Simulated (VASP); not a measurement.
# MoS2 (P-6m2) in VASP: notebook

Runs on MoS2. Level: PBE+D3(BJ). Tasks: single point.

All numbers are computed with VASP 6.6.1; they aren't measurements. Logs are shortened: lines on timing, memory, paths and dates and some standing lists are left out, and cuts for length are marked.

## (1) The cell of the first run

The structure is hexagonal, space group P-6m2 (No. 187). Conventional cell: a = 3.122 Å, b = 3.122 Å, c = 6.762 Å, α = 90.00°, β = 90.00°, γ = 120.00°. Within 3.1 Å of Mo (site symmetry -6m2) lie 6 S at 2.35 Å. S (site symmetry 3m) has 3 Mo at 2.35 Å and 1 S at 3.02 Å within 3.1 Å.

## (2) Single point, PBE+D3(BJ) (c/a of the conventional cell at fixed volume 2.1661)

File INCAR:

```
ALGO = Normal
EDIFF = 1E-6
ENCUT = 500
GGA = PE
GGA_COMPAT = False
ISIF = 2
ISMEAR = 0
IVDW = 12
LASPH = True
LCHARG = False
LREAL = False
LWAVE = False
NBANDS = 20
NELM = 120
PREC = Accurate
SIGMA = 0.05
```

File KPOINTS:

```
k-points
0
Gamma
  12 12 4
```

File POSCAR:

```
MoS2
1.0
    3.1219335931      0.0000000000      0.0000000000
   -1.5609667966      2.7036738005      0.0000000000
    0.0000000000      0.0000000000      6.7624203560
Mo S
1 2
Direct
    0.0000000000      0.0000000000      0.0000000000
    0.3333333333      0.6666666667      0.2232580192
    0.3333333333      0.6666666667      0.7767419808
```

Potentials or basis: VASP PAW PBE potentials, release 64 (Mo_sv, S).

Started as:

```bash
cat potpaw_PBE.64/Mo_sv/POTCAR potpaw_PBE.64/S/POTCAR > POTCAR
mpirun -np 1 vasp_std > vasp.out
```

OUTCAR:

```text
EDIFF = 1E-6
   ENCUT = 500
   GGA = PE
   ISIF = 2
   ISMEAR = 0
   IVDW = 12
   LASPH = True
   LREAL = False
   NELM = 120
   PREC = Accurate
 IVDW          = 12

 ion  position               nearest neighbor table
   1  0.000  0.000  0.000-   2 2.35   3 2.35   2 2.35   3 2.35   2 2.35   3 2.35
   2  0.333  0.667  0.223-   1 2.35   1 2.35   1 2.35
   3  0.333  0.667  0.777-   1 2.35   1 2.35   1 2.35

  LATTYP: Found a hexagonal cell.
 ALAT       =     3.1219335931
 C/A-ratio  =     2.1661000000

  Lattice vectors:

 A1 = (   3.1219335931,   0.0000000000,   0.0000000000)
 A2 = (  -1.5609667966,   2.7036738005,   0.0000000000)
 A3 = (   0.0000000000,   0.0000000000,   6.7624203560)

Analysis of symmetry for initial positions (statically):
=====================================================================
 Subroutine PRICEL returns:
 Original cell was already a primitive cell.

 Routine SETGRP: Setting up the symmetry group for a
 hexagonal supercell.

 Subroutine GETGRP returns: Found 12 space group operations
 (whereof 12 operations were pure point group operations)
 out of a pool of 24 trial point group operations.

The static configuration has the point symmetry D_3h.

Analysis of symmetry for dynamics (positions and initial velocities):
=====================================================================
 Subroutine PRICEL returns:
 Original cell was already a primitive cell.

 Routine SETGRP: Setting up the symmetry group for a
 hexagonal supercell.

 Subroutine GETGRP returns: Found 12 space group operations
 (whereof 12 operations were pure point group operations)
 out of a pool of 24 trial point group operations.

The dynamic configuration has the point symmetry D_3h.

 Subroutine INISYM returns: Found 12 space group operations
 (whereof 12 operations are pure point group operations),
 and found     1 'primitive' translations

----------------------------------------------------------------------------------------

                                     Primitive cell

  volume of cell :      57.0795

  direct lattice vectors                    reciprocal lattice vectors
     3.121933593  0.000000000  0.000000000     0.320314308  0.184933552  0.000000000
    -1.560966797  2.703673800  0.000000000     0.000000000  0.369867104  0.000000000
     0.000000000  0.000000000  6.762420356     0.000000000  0.000000000  0.147876048

  length of vectors
     3.121933593  3.121933593  6.762420356     0.369867104  0.369867104  0.147876048

  position of ions in fractional coordinates (direct lattice)
     0.000000000  0.000000000  0.000000000
     0.333333333  0.666666667  0.223258019
     0.333333333  0.666666667  0.776741981

  ion indices of the primitive-cell ions
   primitive index   ion index
                 1           1
                 2           2
                 3           3

----------------------------------------------------------------------------------------

 KPOINTS: k-points

Automatic generation of k-mesh.
 Grid dimensions read from file:
 generate k-points for:   12   12    4

 Generating k-lattice:

  Cartesian coordinates                     Fractional coordinates (reciprocal lattice)
     0.026692859  0.015411129  0.000000000     0.083333333  0.000000000  0.000000000
     0.000000000  0.030822259  0.000000000     0.000000000  0.083333333  0.000000000
     0.000000000  0.000000000  0.036969012     0.000000000  0.000000000  0.250000000

  Length of vectors
     0.030822259  0.030822259  0.036969012

  Shift w.r.t. Gamma in fractional coordinates (k-lattice)
     0.000000000  0.000000000  0.000000000

 Subroutine IBZKPT returns following result:
 ===========================================

 Found     57 irreducible k-points:

 Following reciprocal coordinates:
            Coordinates               Weight
  0.000000  0.000000  0.000000      1.000000
  0.083333 -0.000000  0.000000      6.000000
  0.166667  0.000000  0.000000      6.000000
  0.250000 -0.000000  0.000000      6.000000
  0.333333 -0.000000  0.000000      6.000000
  0.416667  0.000000  0.000000      6.000000
[... 16 lines left out ...]
  0.250000 -0.000000  0.250000     12.000000
  0.333333 -0.000000  0.250000     12.000000
 [... further k-points ...]
   k-points           NKPTS =     57   k-points in BZ     NKDIM =     57   number of bands    NBANDS=     20
   number of dos      NEDOS =    301   number of ions     NIONS =      3
   total plane-waves  NPLWV =  28800
   dimension x,y,z NGX =    24 NGY =   24 NGZ =   50
   dimension x,y,z NGXF=    48 NGYF=   48 NGZF=  100
   ions per type =               1   2
   NGX,Y,Z   is equivalent  to a cutoff of  12.78, 12.78, 12.29 a.u.
   NGXF,Y,Z  is equivalent  to a cutoff of  25.56, 25.56, 24.58 a.u.
 SYSTEM =  unknown system
   PREC   = accura    normal or accurate (medium, high low for compatibility)
   ISTART =      0    job   : 0-new  1-cont  2-samecut
   ICHARG =      2    charge: 1-file 2-atom 10-const
   ISPIN  =      1    spin polarized calculation?
   LNONCOLLINEAR =      F non collinear calculations
   LSORBIT =      F    spin-orbit coupling
   LASPH  =      T    aspherical Exc in radial PAW
   ENCUT  =  500.0 eV  36.75 Ry    6.06 a.u.   5.69  5.69 12.33*2*pi/ulx,y,z
   NELM   =    120;   NELMIN=  2; NELMDL= -5     # of ELM steps
   EDIFF  = 0.1E-05   stopping-criterion for ELM
   LREAL  =      F    real-space projection
   EDIFFG = 0.1E-04   stopping-criterion for IOM
   NSW    =      0    number of steps for IOM
   IBRION =     -1    ionic relax: 0-MD 1-quasi-New 2-CG
   NFREE  =      0    steps in history (QN), initial steepest desc. (CG)
   ISIF   =      2    stress and relaxation
   ISYM   =      2    0-nonsym 1-usesym 2-fastsym
   POTIM  = 0.5000    time-step for ionic-motion
   TEBEG  =    0.0;   TEEND  =   0.0 temperature during run
   PSTRESS=    0.0 pullay stress
   NELECT =      26.0000    total number of electrons
   NUPDOWN=      -1.0000    fix difference up-down
   EMIN   =  10.00;   EMAX   =-10.00  energy-range for DOS
   EFERMI =   0.00;   METHOD = LEGACY
   ISMEAR =     0;   SIGMA  =   0.05  broadening in eV -4-tet -1-fermi 0-gaus
   EFERMI_NEDOS =   21; number of points for ismear=-14 and -15
   IALGO  =     38    algorithm
   IMIX   =      4    mixing-type and parameters
     AMIX     =   0.40;   BMIX     =  1.00
     AMIX_MAG =   1.60;   BMIX_MAG =  1.00
  volume/ion in A,a.u.               =      19.03       128.40
  Fermi-wavevector in a.u.,A,eV,Ry     =   1.259619  2.380335 21.587552  1.586640
  Thomas-Fermi vector in A             =   2.393170
   LORBIT       =      0    0 simple, 1 ext, 2 COOP (PROOUT), +10 PAW based schemes
   GGA     = PE    functional components
   LHFCALC =     F    Hartree Fock is set to
   AEXX    =    0.0000 exact exchange contribution
   IVDW    =    12    specifies the selected vdW correction
   LEPSILON=     F    determine dielectric tensor
   LRPA    =     F    only Hartree local field effects (RPA)
 non-spin polarized calculation
 Gauss-broadening in eV      SIGMA  =   0.05
  energy-cutoff  :      500.00
  volume of cell :       57.08
 maximum number of plane-waves:      1473
 NGX is ok and might be reduce to    24
   NGX = 11   NGY = 11   NGZ = 25

 number of electron      26.0000002 magnetization

 Free energy of the ion-electron system (eV)
  ---------------------------------------------------
  ext. energy  EPLUGINS =         0.00000000
  ---------------------------------------------------
  free energy    TOTEN  =       -21.68818344 eV

  energy without entropy =      -21.68818344  energy(sigma->0) =      -21.68818344

 E-fermi :   6.7295     XC(G=0): -10.1800

 val. band max:        6.5192615613   @ k =   0.0000   0.0000   0.5000
 cond. band min:       7.7375796675   @ k =   0.3333   0.3333   0.0000
 fundamental gap:      1.2183181062
 Fermi energy:         6.7294812014

 k-point     1 :       0.0000    0.0000    0.0000
  band No.  band energies     occupation
      1     -54.7440      2.00000
      2     -28.9530      2.00000
      3     -28.6835      2.00000
      4     -28.6835      2.00000
      5      -8.4852      2.00000
      6      -6.8529      2.00000
[... 12 lines left out ...]
     19      13.7010      0.00000
     20      15.5468      0.00000

 k-point     2 :       0.0833   -0.0000    0.0000
  band No.  band energies     occupation
      1     -54.7407      2.00000
      2     -28.9464      2.00000
      3     -28.7162      2.00000
      4     -28.6908      2.00000
      5      -8.3717      2.00000
      6      -6.8145      2.00000
[... 12 lines left out ...]
     19      13.8663      0.00000
     20      16.0290      0.00000

 k-point     3 :       0.1667    0.0000    0.0000
  band No.  band energies     occupation
      1     -54.7315      2.00000
      2     -28.9285      2.00000
      3     -28.8045      2.00000
      4     -28.7107      2.00000
      5      -8.0494      2.00000
      6      -6.7059      2.00000
[... 12 lines left out ...]
     19      14.5228      0.00000
     20      16.1725      0.00000

 k-point     4 :       0.2500   -0.0000    0.0000
  band No.  band energies     occupation
      1     -54.7190      2.00000
      2     -28.9233      2.00000
      3     -28.9038      2.00000
      4     -28.7378      2.00000
      5      -7.5731      2.00000
      6      -6.5469      2.00000
[... 12 lines left out ...]
     19      15.1831      0.00000
     20      15.5479      0.00000

 k-point     5 :       0.3333   -0.0000    0.0000
  band No.  band energies     occupation
      1     -54.7065      2.00000
      2     -29.0399      2.00000
      3     -28.8791      2.00000
      4     -28.7646      2.00000
      5      -7.0387      2.00000
      6      -6.3733      2.00000
[... 12 lines left out ...]
     19      14.0971      0.00000
     20      14.7429      0.00000
[... 353 lines left out ...]
      6      -6.8734      2.00000
[... 12 lines left out ...]
     19      14.1040      0.00000
     20      15.8919      0.00000

 k-point    22 :       0.1667    0.0000    0.2500
  band No.  band energies     occupation
      1     -54.7315      2.00000
      2     -28.9285      2.00000
      3     -28.8045      2.00000
      4     -28.7107      2.00000
      5      -8.0183      2.00000
      6      -6.7597      2.00000
[... 12 lines left out ...]
     19      14.5349      0.00000
     20      16.1900      0.00000

 k-point    23 :       0.2500   -0.0000    0.2500
  band No.  band energies     occupation
      1     -54.7190      2.00000
      2     -28.9233      2.00000
      3     -28.9038      2.00000
      4     -28.7378      2.00000
      5      -7.5427      2.00000
      6      -6.5934      2.00000
[... 12 lines left out ...]
     19      14.9682      0.00000
     20      15.7543      0.00000

 k-point    24 :       0.3333   -0.0000    0.2500
  band No.  band energies     occupation
      1     -54.7065      2.00000
      2     -29.0399      2.00000
      3     -28.8791      2.00000
      4     -28.7646      2.00000
      5      -7.0103      2.00000
      6      -6.4115      2.00000
[... 12 lines left out ...]
     19      14.2898      0.00000
     20      14.9463      0.00000

 [... further k-points ...]

------------------------ aborting loop because EDIFF is reached ----------------------------------------

 Edisp (eV)   -1.19914

 E8    (eV) :    -0.4853

  FORCE on cell =-STRESS in cart. coord.  units (eV):
  Direction    XX          YY          ZZ          XY          YZ          ZX
  --------------------------------------------------------------------------------------
  -------------------------------------------------------------------------------------
  Total       2.32900     2.32900     3.87000    -0.00000     0.00000     0.00000
  in kB      65.37312    65.37312   108.62786    -0.00000     0.00000     0.00000
  external pressure =       79.79 kB  Pullay stress =        0.00 kB

 VOLUME and BASIS-vectors are now :
 -----------------------------------------------------------------------------
  energy-cutoff  :      500.00
  volume of cell :       57.08
      direct lattice vectors                 reciprocal lattice vectors
     3.121933593  0.000000000  0.000000000     0.320314308  0.184933552  0.000000000
    -1.560966797  2.703673800  0.000000000     0.000000000  0.369867104  0.000000000
     0.000000000  0.000000000  6.762420356     0.000000000  0.000000000  0.147876048

 POSITION                                       TOTAL-FORCE (eV/Angst)
 -----------------------------------------------------------------------------------
      0.00000      0.00000      0.00000         0.000000     -0.000000      0.000000
     -0.00000      1.80245      1.50976        -0.000000      0.000000      1.433769
     -0.00000      1.80245      5.25266        -0.000000      0.000000     -1.433769
 -----------------------------------------------------------------------------------
    total drift:                                0.000000     -0.000000     -0.000000

  FREE ENERGIE OF THE ION-ELECTRON SYSTEM (eV)
  ---------------------------------------------------
  free  energy   TOTEN  =       -22.8873278605 eV

  energy  without entropy=      -22.8873278605  energy(sigma->0) =      -22.88732786
```

Wall time 53 s (1 thread of AMD EPYC 9R45 (Zen 5), shared host); peak memory 0.18 GiB.

Results:

```yaml
Free_energy: -22.8873 eV
Pressure: 8.0 GPa
Largest_force: 1.434 eV/Å
Band_gap_on_the_k_mesh: 1.22 eV, indirect (least direct gap 1.75 eV)
Dispersion_energy_per_atom: -0.400 eV
```

Forces on the atoms (eV/Å):
```
Mo   0.000  0.000  0.000
S    0.000  0.000  1.434
S    0.000  0.000 -1.434
```

Caveat: forces of over 1 eV/Å act on the atoms, so gaps and moduli don't describe the material at rest.

## (3) Single point, PBE+D3(BJ) (c/a of the conventional cell at fixed volume 1.9411)

File INCAR:

```
PREC = Accurate
ENCUT = 500
EDIFF = 1E-6
ISMEAR = 0
SIGMA = 0.05
LREAL = F
LASPH = T
NELM = 120
ALGO = Normal
ISIF = 2
LWAVE = F
LCHARG = T
GGA = PE
IVDW = 12
LELF = T
LVHAR = T
NBANDS = 20
GGA_COMPAT = F
```

File KPOINTS:

```
Automatic mesh
0
Gamma
  12 12 4
```

File POSCAR:

```
MoS2
1.0
    3.2381765630      0.0000000000      0.0000000000
   -1.6190882815      2.8043431655      0.0000000000
    0.0000000000      0.0000000000      6.2856245265
Mo S
1 2
Direct
    0.0000000000      0.0000000000      0.0000000000
    0.3333333333      0.6666666667      0.2107069157
    0.3333333333      0.6666666667      0.7892930843
```

Potentials or basis: VASP PAW PBE potentials, release 64 (Mo_sv, S).

Started as:

```bash
cat potpaw_PBE.64/Mo_sv/POTCAR potpaw_PBE.64/S/POTCAR > POTCAR
mpirun -np 1 vasp_std > vasp.out
```

Wall time 96 s (1 thread of AMD EPYC 7R13 (Zen 3), shared host); peak memory 0.18 GiB.

Results (log left out):

```
Free energy                : -21.9355 eV
Pressure                   : 18.4 GPa
Largest force              : 4.929 eV/Å
Band gap on the k mesh     : zero (band 13 reaches 7.58 eV, above the bottom of band 14 at 6.58 eV)
Dispersion energy per atom : -0.397 eV
```

Forces in eV/Å, atoms in the order of the input:
```
Mo   0.000  0.000  0.000
S    0.000  0.000  4.929
S    0.000  0.000 -4.929
```

Stress tensor (GPa, compression positive):
```
 9.92  0.00  0.00
 0.00  9.92  0.00
 0.00  0.00 35.41
```

Levels at points of the mesh, in eV from the Fermi level:
```tsv
k point	band 10	band 11	band 12	band 13	band 14	band 15	band 16	band 17
(0.00, 0.00, 0.00)	-3.49	-3.49	-0.90	-0.31	1.80	1.80	2.69	2.69
(0.50, 0.00, 0.00)	-5.05	-2.94	-1.79	-1.52	0.83	1.24	3.78	4.35
(0.00, 0.00, 0.50)	-3.50	-3.50	-2.43	0.60	1.74	1.74	2.79	2.79
(0.50, 0.00, 0.50)	-5.07	-2.90	-2.37	-1.48	0.86	1.27	3.18	4.16
```

Caveat: forces of over 1 eV/Å act on the atoms, so gaps and moduli don't describe the material at rest.
